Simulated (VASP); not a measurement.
# Sn3Mo2 (P4mm) in VASP: notebook

The runs below take Sn3Mo2 through single point, relaxation of cell and atoms, with PBE.

All numbers are computed with VASP 6.6.1; they aren't measurements. Logs are shortened: lines on timing, memory, paths and dates and some standing lists are left out, and cuts for length are marked.

### Step 1. The cell of the first run

The structure is tetragonal, space group P4mm (No. 99). Conventional cell: a = 4.203 Å, b = 4.203 Å, c = 6.190 Å, α = 90.00°, β = 90.00°, γ = 90.00°. Within 3.6 Å of Sn (site symmetry 2mm) lie 4 Mo at 2.69 to 2.79 Å and 6 Sn at 2.72 to 2.97 Å. Within 3.6 Å of Sn (site symmetry 4mm) lie 4 Sn at 2.72 Å and 6 Mo at 2.78 to 3.41 Å. Mo (site symmetry 4mm) has 6 Sn at 2.69 to 3.41 Å within 3.6 Å. Within 3.7 Å of Mo (site symmetry 4mm) lie 8 Sn at 2.79 to 2.97 Å.

### Step 2. Single point, PBE

File INCAR:

```
PREC = Accurate
ENCUT = 520
EDIFF = 1E-6
ISMEAR = 0
SIGMA = 0.1
LREAL = F
LASPH = T
NELM = 100
ALGO = Fast
ISIF = 2
LWAVE = F
LCHARG = F
GGA = PE
NBANDS = 43
```

File KPOINTS:

```
regular mesh
0
Gamma
  4 4 4
```

File POSCAR:

```
Sn3Mo2
1.0
    4.2027113900      0.0000000000      0.0000000000
    0.0000000000      4.2027113900      0.0000000000
    0.0000000000      0.0000000000      6.1900846700
Sn Mo
3 2
Direct
    0.5000000000      0.0000000000      0.9934612500
    0.0000000000      0.5000000000      0.9934612500
    0.0000000000      0.0000000000      0.2721384500
    0.0000000000      0.0000000000      0.7211286400
    0.5000000000      0.5000000000      0.2898103300
```

Potentials or basis: VASP PAW PBE potentials, release 64 (Sn_d, Mo_sv).

The run is started by

```console
> cat potpaw_PBE.64/Sn_d/POTCAR potpaw_PBE.64/Mo_sv/POTCAR > POTCAR
> mpirun -np 1 vasp_std > vasp.out
```

OUTCAR:

```text
PREC = Accurate
   ENCUT = 520
   EDIFF = 1E-6
   ISMEAR = 0
   LREAL = F
   LASPH = T
   NELM = 100
   ISIF = 2
   GGA = PE

 ion  position               nearest neighbor table
   1  0.500  0.000  0.993-   4 2.69   4 2.69   3 2.72   3 2.72   5 2.79   5 2.79   2 2.97   2 2.97
                             2 2.97   2 2.97
   2  0.000  0.500  0.993-   4 2.69   4 2.69   3 2.72   3 2.72   5 2.79   5 2.79   1 2.97   1 2.97
                             1 2.97   1 2.97
   3  0.000  0.000  0.272-   1 2.72   2 2.72   2 2.72   1 2.72   4 2.78   5 2.97   5 2.97   5 2.97
                             5 2.97   4 3.41
   4  0.000  0.000  0.721-   1 2.69   2 2.69   2 2.69   1 2.69   3 2.78   3 3.41
   5  0.500  0.500  0.290-   1 2.79   2 2.79   1 2.79   2 2.79   3 2.97   3 2.97   3 2.97   3 2.97

  LATTYP: Found a simple tetragonal cell.
 ALAT       =     4.2027113900
 C/A-ratio  =     1.4728788383

  Lattice vectors:

 A1 = (   4.2027113900,   0.0000000000,   0.0000000000)
 A2 = (   0.0000000000,   4.2027113900,   0.0000000000)
 A3 = (   0.0000000000,   0.0000000000,   6.1900846700)

Analysis of symmetry for initial positions (statically):
=====================================================================
 Subroutine PRICEL returns:
 Original cell was already a primitive cell.

 Routine SETGRP: Setting up the symmetry group for a
 simple tetragonal supercell.

 Subroutine GETGRP returns: Found  8 space group operations
 (whereof  8 operations were pure point group operations)
 out of a pool of 16 trial point group operations.

The static configuration has the point symmetry C_4v.

Analysis of symmetry for dynamics (positions and initial velocities):
=====================================================================
 Subroutine PRICEL returns:
 Original cell was already a primitive cell.

 Routine SETGRP: Setting up the symmetry group for a
 simple tetragonal supercell.

 Subroutine GETGRP returns: Found  8 space group operations
 (whereof  8 operations were pure point group operations)
 out of a pool of 16 trial point group operations.

The dynamic configuration has the point symmetry C_4v.

 Subroutine INISYM returns: Found  8 space group operations
 (whereof  8 operations are pure point group operations),
 and found     1 'primitive' translations

[... 93 lines left out ...]
   EDIFF  = 0.1E-05   stopping-criterion for ELM
   LREAL  =      F    real-space projection
   EDIFFG = 0.1E-04   stopping-criterion for IOM
   NSW    =      0    number of steps for IOM
   IBRION =     -1    ionic relax: 0-MD 1-quasi-New 2-CG
   NFREE  =      0    steps in history (QN), initial steepest desc. (CG)
   ISIF   =      2    stress and relaxation
   ISYM   =      2    0-nonsym 1-usesym 2-fastsym
   POTIM  = 0.5000    time-step for ionic-motion
   TEBEG  =    0.0;   TEEND  =   0.0 temperature during run
   PSTRESS=    0.0 pullay stress
   NELECT =      70.0000    total number of electrons
   NUPDOWN=      -1.0000    fix difference up-down
   EMIN   =  10.00;   EMAX   =-10.00  energy-range for DOS
   EFERMI =   0.00;   METHOD = LEGACY
   ISMEAR =     0;   SIGMA  =   0.10  broadening in eV -4-tet -1-fermi 0-gaus
   EFERMI_NEDOS =   21; number of points for ismear=-14 and -15
   IALGO  =     68    algorithm
   IMIX   =      4    mixing-type and parameters
     AMIX     =   0.40;   BMIX     =  1.00
     AMIX_MAG =   1.60;   BMIX_MAG =  1.00
  volume/ion in A,a.u.               =      21.87       147.56
  Fermi-wavevector in a.u.,A,eV,Ry     =   1.410985  2.666374 27.087533  1.990878
  Thomas-Fermi vector in A             =   2.532882
   LORBIT       =      0    0 simple, 1 ext, 2 COOP (PROOUT), +10 PAW based schemes
   GGA     = PE    functional components
   LHFCALC =     F    Hartree Fock is set to
   AEXX    =    0.0000 exact exchange contribution
   IVDW    =     0    specifies the selected vdW correction
   LEPSILON=     F    determine dielectric tensor
   LRPA    =     F    only Hartree local field effects (RPA)
 non-spin polarized calculation
 RMM-DIIS sequential band-by-band and
 Gauss-broadening in eV      SIGMA  =   0.10
  energy-cutoff  :      520.00
  volume of cell :      109.33
 maximum number of plane-waves:      2960
 NGX is ok and might be reduce to    32
   NGX = 15   NGY = 15   NGZ = 23

 number of electron      69.9999994 magnetization

 Free energy of the ion-electron system (eV)
  ---------------------------------------------------
  ext. energy  EPLUGINS =         0.00000000
  ---------------------------------------------------
  free energy    TOTEN  =       -26.28482355 eV

  energy without entropy =      -26.24193598  energy(sigma->0) =      -26.26337977

 E-fermi :   9.4343     XC(G=0): -11.1864

 val. band max:        9.4330813843   @ k =   0.2500   0.0000   0.0000
 cond. band min:       9.4385678924   @ k =   0.5000   0.2500   0.0000
 fundamental gap:      0.0054865080
 Fermi energy:         9.4342579744

 k-point     1 :       0.0000    0.0000    0.0000
  band No.  band energies     occupation
      1     -51.1054      2.00000
      2     -51.0227      2.00000
      3     -25.2697      2.00000
      4     -25.2697      2.00000
      5     -25.2253      2.00000
      6     -25.2177      2.00000
[... 817 lines left out ...]
     42      13.2529      0.00000
     43      14.9485      0.00000

------------------------ aborting loop because EDIFF is reached ----------------------------------------

  FORCE on cell =-STRESS in cart. coord.  units (eV):
  Direction    XX          YY          ZZ          XY          YZ          ZX
  --------------------------------------------------------------------------------------
  -------------------------------------------------------------------------------------
  Total        9.5811411      9.5811411     12.2776472      0.0000000      0.0000000     -0.0000000
  in kB      140.4016122    140.4016122    179.9160913      0.0000000      0.0000000     -0.0000000
  external PRESSURE =     153.5731052 kB  Pullay stress =       0.0000000 kB

 VOLUME and BASIS-vectors are now :
 -----------------------------------------------------------------------------
  energy-cutoff  :      520.00
  volume of cell :      109.33
      direct lattice vectors                 reciprocal lattice vectors
     4.202711390  0.000000000  0.000000000     0.237941630  0.000000000  0.000000000
     0.000000000  4.202711390  0.000000000     0.000000000  0.237941630  0.000000000
     0.000000000  0.000000000  6.190084670     0.000000000  0.000000000  0.161548679

 POSITION                                       TOTAL-FORCE (eV/Angst)
 -----------------------------------------------------------------------------------
      2.10136      0.00000      6.14961        -0.000000     -0.000000     -2.591600
      0.00000      2.10136      6.14961        -0.000000      0.000000     -2.591600
      0.00000      0.00000      1.68456        -0.000000     -0.000000      5.283374
      0.00000      0.00000      4.46385         0.000000     -0.000000     -2.158871
      2.10136      2.10136      1.79395        -0.000000     -0.000000      2.058698
 -----------------------------------------------------------------------------------
    total drift:                                0.000000      0.000000      0.001837

  FREE ENERGIE OF THE ION-ELECTRON SYSTEM (eV)
  ---------------------------------------------------
  free  energy   TOTEN  =       -26.2848235514 eV

  energy  without entropy=      -26.2419359837  energy(sigma->0) =      -26.26337977
```

OSZICAR:

```text
N       E                     dE             d eps       ncg     rms          rms(c)
DAV:   1     0.100497962002E+04    0.10050E+04   -0.35915E+04  1674   0.252E+03
DAV:   2     0.108932678050E+03   -0.89605E+03   -0.87947E+03  1556   0.705E+02
DAV:   3    -0.203550717176E+02   -0.12929E+03   -0.12664E+03  1742   0.237E+02
DAV:   4    -0.275120087798E+02   -0.71569E+01   -0.69431E+01  1888   0.567E+01
DAV:   5    -0.277322268372E+02   -0.22022E+00   -0.21923E+00  2000   0.101E+01    0.142E+01
RMM:   6    -0.269970231598E+02    0.73520E+00   -0.70711E+00  1856   0.981E+00    0.796E+00
RMM:   7    -0.285049313343E+02   -0.15079E+01   -0.32863E+00  1996   0.650E+00    0.110E+01
RMM:   8    -0.263476033634E+02    0.21573E+01   -0.80667E-01  1906   0.421E+00    0.346E+00
RMM:   9    -0.263125095405E+02    0.35094E-01   -0.36601E-01  1988   0.252E+00    0.198E+00
RMM:  10    -0.262853628924E+02    0.27147E-01   -0.45447E-02  2197   0.116E+00    0.506E-01
RMM:  11    -0.262856588029E+02   -0.29591E-03   -0.15383E-02  2366   0.567E-01    0.376E-01
RMM:  12    -0.262847105121E+02    0.94829E-03   -0.33549E-03  2273   0.264E-01    0.884E-02
RMM:  13    -0.262848257184E+02   -0.11521E-03   -0.90170E-04  2550   0.120E-01    0.640E-02
RMM:  14    -0.262848159977E+02    0.97207E-05   -0.20600E-04  2262   0.507E-02    0.141E-02
RMM:  15    -0.262848224290E+02   -0.64313E-05   -0.62337E-05  1961   0.251E-02    0.900E-03
RMM:  16    -0.262848230789E+02   -0.64992E-06   -0.16978E-05  1484   0.145E-02    0.196E-03
RMM:  17    -0.262848235514E+02   -0.47250E-06   -0.60332E-06  1179   0.816E-03
   1 F= -.26284824E+02 E0= -.26263380E+02  d E =-.428876E-01
```

Wall time 36 s (1 thread of Intel Xeon 6975P-C (Granite Rapids), shared host); peak memory 0.24 GiB.

What came out:

| Property | Result |
| --- | --- |
| Free energy | -26.2848 eV |
| Pressure | 15.4 GPa |
| Largest force | 5.283 eV/Å |
| Band gap on the k mesh | zero (band 35 reaches 9.62 eV, above the bottom of band 36 at 9.30 eV) |

Forces on the atoms (eV/Å):
```
Sn   0.000  0.000 -2.592
Sn   0.000  0.000 -2.592
Sn   0.000  0.000  5.283
Mo   0.000  0.000 -2.159
Mo   0.000  0.000  2.059
```

Caveat: the k points lie up to 0.37 Å⁻¹ apart; spin-orbit coupling is left out, which moves the levels of the heavy elements; forces of over 1 eV/Å act on the atoms, so gaps and moduli don't describe the material at rest.

[end of part 1 of 2]
